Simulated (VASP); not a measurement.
# HRh6 in VASP: a series of runs

HRh6 is run at these levels: PBE; tasks: single point.

Program: VASP 6.6.1. These are calculated values, not measurements. Logs are shortened: lines on timing, memory, paths and dates and some standing lists are left out, and cuts for length are marked.

### 1 The cell of the first run

The cell holds a slab with vacuum, 14 atoms: a = 5.416 Å, b = 5.416 Å, c = 21.674 Å, α = 90.00°, β = 90.00°, γ = 90.00°.

### 2 Single point, PBE

INCAR reads:

```
PREC = Accurate ; ENCUT = 400
EDIFF = 1E-6 ; ISMEAR = 0
SIGMA = 0.1 ; LREAL = F
LASPH = T ; NELM = 120
ALGO = Normal ; ISIF = 2
LWAVE = F ; LCHARG = T
LDIPOL = T ; IDIPOL = 3
DIPOL = 0.5 0.5 0.289 ; GGA = PE
LELF = T ; LVHAR = T
LVACPOTAV = T ; NBANDS = 104
GGA_COMPAT = F ; NELMDL = -8
```

KPOINTS reads:

```
regular mesh
0
Gamma
  5 5 1
```

POSCAR reads:

```
HRh6
1.0
    5.4163401145      0.0000000000      0.0000000000
    0.0000000000      5.4163401145      0.0000000000
    0.0000000000      0.0000000000     21.6737367085
Rh H
12 2
Direct
    0.2500000000      0.2500000000      0.1845551625
    0.2500000000      0.7500000000      0.1845551625
    0.7500000000      0.2500000000      0.1845551625
    0.7500000000      0.7500000000      0.1845551625
    0.0000000000      0.0000000000      0.2693761947
    0.0000000000      0.5000000000      0.2693761947
    0.5000000000      0.0000000000      0.2693761947
    0.5000000000      0.5000000000      0.2693761947
    0.2500000000      0.2500000000      0.3540569313
    0.2500000000      0.7500000000      0.3540569313
    0.7500000000      0.2500000000      0.3540569313
    0.7500000000      0.7500000000      0.3540569313
    0.2936798694      0.5000000000      0.4043482131
    0.7063201306      0.5000000000      0.4043482131
```

Potentials or basis: VASP PAW PBE potentials, release 64 (Rh_pv, H).

Command:

```sh
> cat potpaw_PBE.64/Rh_pv/POTCAR potpaw_PBE.64/H/POTCAR > POTCAR
> mpirun -np 1 vasp_std > vasp.out
```

OUTCAR:

```text
PREC = Accurate
   ENCUT = 400
   EDIFF = 1E-6
   ISMEAR = 0
   LREAL = F
   LASPH = T
   NELM = 120
   ISIF = 2
   GGA = PE
   NELMDL = -8

 ion  position               nearest neighbor table
   1  0.250  0.250  0.185-   5 2.65   6 2.65   7 2.65   8 2.65   2 2.71   3 2.71   2 2.71   3 2.71

   2  0.250  0.750  0.185-   5 2.65   6 2.65   7 2.65   8 2.65   1 2.71   4 2.71   1 2.71   4 2.71

   3  0.750  0.250  0.185-   5 2.65   6 2.65   7 2.65   8 2.65   1 2.71   4 2.71   4 2.71   1 2.71
[... 4 lines left out ...]
                             6 2.71   7 2.71   6 2.71   7 2.71
   6  0.000  0.500  0.269-   9 2.65  10 2.65  11 2.65  12 2.65   1 2.65   2 2.65   3 2.65   4 2.65
                             5 2.71   8 2.71   5 2.71   8 2.71
   7  0.500  0.000  0.269-   9 2.65  10 2.65  11 2.65  12 2.65   1 2.65   2 2.65   3 2.65   4 2.65
                             5 2.71   8 2.71   8 2.71   5 2.71
   8  0.500  0.500  0.269-   9 2.65  10 2.65  11 2.65  12 2.65   1 2.65   2 2.65   3 2.65   4 2.65
                             6 2.71   7 2.71   7 2.71   6 2.71
   9  0.250  0.250  0.354-  13 1.75   6 2.65   7 2.65   8 2.65   5 2.65  11 2.71  10 2.71  10 2.71
                            11 2.71
  10  0.250  0.750  0.354-  13 1.75   6 2.65   7 2.65   8 2.65   5 2.65  12 2.71   9 2.71   9 2.71
                            12 2.71
  11  0.750  0.250  0.354-  14 1.75   6 2.65   7 2.65   8 2.65   5 2.65  12 2.71   9 2.71  12 2.71
                             9 2.71
  12  0.750  0.750  0.354-  14 1.75   6 2.65   7 2.65   8 2.65   5 2.65  11 2.71  10 2.71  11 2.71
                            10 2.71
  13  0.294  0.500  0.404-   9 1.75  10 1.75
  14  0.706  0.500  0.404-  11 1.75  12 1.75

  LATTYP: Found a simple tetragonal cell.
 ALAT       =     5.4163401145
 C/A-ratio  =     4.0015464779

  Lattice vectors:

 A1 = (   5.4163401145,   0.0000000000,   0.0000000000)
 A2 = (   0.0000000000,   5.4163401145,   0.0000000000)
 A3 = (   0.0000000000,   0.0000000000,  21.6737367085)

Analysis of symmetry for initial positions (statically):
=====================================================================
 Subroutine PRICEL returns:
 Original cell was already a primitive cell.

 Routine SETGRP: Setting up the symmetry group for a
 simple tetragonal supercell.

 Subroutine GETGRP returns: Found  4 space group operations
 (whereof  4 operations were pure point group operations)
 out of a pool of 16 trial point group operations.

The static configuration has the point symmetry C_2v.

Analysis of symmetry for dynamics (positions and initial velocities):
=====================================================================
 Subroutine PRICEL returns:
 Original cell was already a primitive cell.

 Routine SETGRP: Setting up the symmetry group for a
 simple tetragonal supercell.

 Subroutine GETGRP returns: Found  4 space group operations
 (whereof  4 operations were pure point group operations)
 out of a pool of 16 trial point group operations.

The dynamic configuration has the point symmetry C_2v.

 Subroutine INISYM returns: Found  4 space group operations
 (whereof  4 operations are pure point group operations),
 and found     1 'primitive' translations

----------------------------------------------------------------------------------------

                                     Primitive cell

  volume of cell :     635.8368

  direct lattice vectors                    reciprocal lattice vectors
     5.416340114  0.000000000  0.000000000     0.184626515  0.000000000  0.000000000
     0.000000000  5.416340114  0.000000000     0.000000000  0.184626515  0.000000000
     0.000000000  0.000000000 21.673736709     0.000000000  0.000000000  0.046138791

  length of vectors
     5.416340114  5.416340114 21.673736709     0.184626515  0.184626515  0.046138791

  position of ions in fractional coordinates (direct lattice)
     0.250000000  0.250000000  0.184555162
     0.250000000  0.750000000  0.184555162
     0.750000000  0.250000000  0.184555162
     0.750000000  0.750000000  0.184555162
     0.000000000  0.000000000  0.269376195
[... 39 lines left out ...]
     0.000000000  0.036925303  0.000000000     0.000000000  0.200000000  0.000000000
     0.000000000  0.000000000  0.046138791     0.000000000  0.000000000  1.000000000

  Length of vectors
     0.036925303  0.036925303  0.046138791

  Shift w.r.t. Gamma in fractional coordinates (k-lattice)
     0.000000000  0.000000000  0.000000000

 Subroutine IBZKPT returns following result:
 ===========================================

 Found      9 irreducible k-points:

 Following reciprocal coordinates:
            Coordinates               Weight
  0.000000  0.000000  0.000000      1.000000
  0.200000  0.000000  0.000000      2.000000
  0.000000  0.200000  0.000000      2.000000
  0.400000  0.000000  0.000000      2.000000
  0.000000  0.400000  0.000000      2.000000
  0.200000  0.200000  0.000000      4.000000
  0.400000  0.200000  0.000000      4.000000
 -0.200000  0.400000  0.000000      4.000000
  0.400000  0.400000  0.000000      4.000000
   k-points           NKPTS =      9   k-points in BZ     NKDIM =      9   number of bands    NBANDS=    104
   number of dos      NEDOS =    301   number of ions     NIONS =     14
   total plane-waves  NPLWV = 186624
   dimension x,y,z NGX =    36 NGY =   36 NGZ =  144
   dimension x,y,z NGXF=    72 NGYF=   72 NGZF=  288
   ions per type =              12   2
   NGX,Y,Z   is equivalent  to a cutoff of  11.05, 11.05, 11.05 a.u.
   NGXF,Y,Z  is equivalent  to a cutoff of  22.10, 22.10, 22.09 a.u.
 SYSTEM =  unknown system
   PREC   = accura    normal or accurate (medium, high low for compatibility)
   ISTART =      0    job   : 0-new  1-cont  2-samecut
   ICHARG =      2    charge: 1-file 2-atom 10-const
   ISPIN  =      1    spin polarized calculation?
   LNONCOLLINEAR =      F non collinear calculations
   LSORBIT =      F    spin-orbit coupling
   LASPH  =      T    aspherical Exc in radial PAW
   ENCUT  =  400.0 eV  29.40 Ry    5.42 a.u.   8.83  8.83 35.34*2*pi/ulx,y,z
   NELM   =    120;   NELMIN=  2; NELMDL= -8     # of ELM steps
   EDIFF  = 0.1E-05   stopping-criterion for ELM
   LREAL  =      F    real-space projection
   EDIFFG = 0.1E-04   stopping-criterion for IOM
   NSW    =      0    number of steps for IOM
   IBRION =     -1    ionic relax: 0-MD 1-quasi-New 2-CG
   NFREE  =      0    steps in history (QN), initial steepest desc. (CG)
   ISIF   =      2    stress and relaxation
   ISYM   =      2    0-nonsym 1-usesym 2-fastsym
   POTIM  = 0.5000    time-step for ionic-motion
   TEBEG  =    0.0;   TEEND  =   0.0 temperature during run
   PSTRESS=    0.0 pullay stress
   NELECT =     182.0000    total number of electrons
   NUPDOWN=      -1.0000    fix difference up-down
   EMIN   =  10.00;   EMAX   =-10.00  energy-range for DOS
   EFERMI =   0.00;   METHOD = LEGACY
   ISMEAR =     0;   SIGMA  =   0.10  broadening in eV -4-tet -1-fermi 0-gaus
   EFERMI_NEDOS =   21; number of points for ismear=-14 and -15
   IALGO  =     38    algorithm
   IMIX   =      4    mixing-type and parameters
     AMIX     =   0.40;   BMIX     =  1.00
     AMIX_MAG =   1.60;   BMIX_MAG =  1.00
  volume/ion in A,a.u.               =      45.42       306.49
  Fermi-wavevector in a.u.,A,eV,Ry     =   1.078906  2.038836 15.837686  1.164037
  Thomas-Fermi vector in A             =   2.214857
   LORBIT       =      0    0 simple, 1 ext, 2 COOP (PROOUT), +10 PAW based schemes
   GGA     = PE    functional components
   LHFCALC =     F    Hartree Fock is set to
   AEXX    =    0.0000 exact exchange contribution
   IVDW    =     0    specifies the selected vdW correction
   LEPSILON=     F    determine dielectric tensor
   LRPA    =     F    only Hartree local field effects (RPA)
 non-spin polarized calculation
 Gauss-broadening in eV      SIGMA  =   0.10
  energy-cutoff  :      400.00
  volume of cell :      635.84
 maximum number of plane-waves:     11583
   NGX = 17   NGY = 17   NGZ = 71

 dipolmoment           0.000000      0.000000     -0.128959 electrons x Angstroem

 number of electron     181.9999770 magnetization

 dipolmoment           0.000000      0.000000      0.059012 electrons x Angstroem

 Free energy of the ion-electron system (eV)
  ---------------------------------------------------
  ext. energy  EPLUGINS =         0.00000000
  ---------------------------------------------------
  free energy    TOTEN  =       -86.27191351 eV

  energy without entropy =      -86.18303663  energy(sigma->0) =      -86.22747507

 E-fermi :  -0.6718     XC(G=0):  -4.6347

 val. band max:       -0.6736515387   @ k =  -0.2000   0.4000   0.0000
 cond. band min:      -0.6659917592   @ k =   0.0000   0.4000   0.0000
 fundamental gap:      0.0076597795
 Fermi energy:        -0.6718319922

 k-point     1 :       0.0000    0.0000    0.0000
  band No.  band energies     occupation
      1     -47.7020      2.00000
      2     -47.6829      2.00000
      3     -47.6480      2.00000
      4     -47.6290      2.00000
      5     -47.5353      2.00000
      6     -47.5224      2.00000
[... 943 lines left out ...]
    102       0.8073      0.00000
    103       0.9244      0.00000
 [bands above 103 left out]

------------------------ aborting loop because EDIFF is reached ----------------------------------------

  FORCE on cell =-STRESS in cart. coord.  units (eV):
  Direction    XX          YY          ZZ          XY          YZ          ZX
  --------------------------------------------------------------------------------------
  -------------------------------------------------------------------------------------
  Total       -6.8993250     -7.6727588      0.0778599      0.0000000      0.0000000      0.0000000
  in kB      -17.3848737    -19.3337671      0.1961907      0.0000000      0.0000000      0.0000000
  external PRESSURE =     -12.1741500 kB  Pullay stress =       0.0000000 kB

 VOLUME and BASIS-vectors are now :
 -----------------------------------------------------------------------------
  energy-cutoff  :      400.00
  volume of cell :      635.84
      direct lattice vectors                 reciprocal lattice vectors
     5.416340114  0.000000000  0.000000000     0.184626515  0.000000000  0.000000000
     0.000000000  5.416340114  0.000000000     0.000000000  0.184626515  0.000000000
     0.000000000  0.000000000 21.673736709     0.000000000  0.000000000  0.046138791

 POSITION                                       TOTAL-FORCE (eV/Angst)
 -----------------------------------------------------------------------------------
      1.35409      1.35409      4.00000        -0.003590      0.064026     -0.028757
      1.35409      4.06226      4.00000        -0.003590     -0.064026     -0.028757
      4.06226      1.35409      4.00000         0.003590      0.064026     -0.028757
      4.06226      4.06226      4.00000         0.003590     -0.064026     -0.028757
      0.00000      0.00000      5.83839         0.000000      0.000000     -0.015632
      0.00000      2.70817      5.83839         0.000000      0.000000     -0.284985
      2.70817      0.00000      5.83839         0.000000      0.000000      0.031277
      2.70817      2.70817      5.83839         0.000000      0.000000     -0.333627
      1.35409      1.35409      7.67374         0.045695     -0.046908      0.151289
      1.35409      4.06226      7.67374         0.045695      0.046908      0.151289
      4.06226      1.35409      7.67374        -0.045695     -0.046908      0.151289
      4.06226      4.06226      7.67374        -0.045695      0.046908      0.151289
      1.59067      2.70817      8.76374        -0.172809      0.000000      0.056419
      3.82567      2.70817      8.76374         0.172809      0.000000      0.056419
 -----------------------------------------------------------------------------------
    total drift:                                0.000000      0.000000      0.001131

  FREE ENERGIE OF THE ION-ELECTRON SYSTEM (eV)
  ---------------------------------------------------
  free  energy   TOTEN  =       -86.2719135099 eV

  energy  without entropy=      -86.1830366257  energy(sigma->0) =      -86.22747507

 vacuum level on the upper side and lower side of the slab         4.656         4.292
```

It took 33 min on 1 thread of Intel Xeon 8259CL, shared host; peak memory 0.61 GiB.

What came out:

* Free energy: -86.2719 eV
* Largest force: 0.334 eV/Å
* Band gap on the k mesh: zero (bands 91 and 92 overlap by 0.69 eV)

Forces on the atoms (eV/Å):
```
Rh  -0.004  0.064 -0.029
Rh  -0.004 -0.064 -0.029
Rh   0.004  0.064 -0.029
Rh   0.004 -0.064 -0.029
Rh   0.000  0.000 -0.016
Rh   0.000  0.000 -0.285
Rh   0.000  0.000  0.031
Rh   0.000  0.000 -0.334
Rh   0.046 -0.047  0.151
Rh   0.046  0.047  0.151
Rh  -0.046 -0.047  0.151
Rh  -0.046  0.047  0.151
H   -0.173  0.000  0.056
H    0.173  0.000  0.056
```

[end of part 1 of 2]
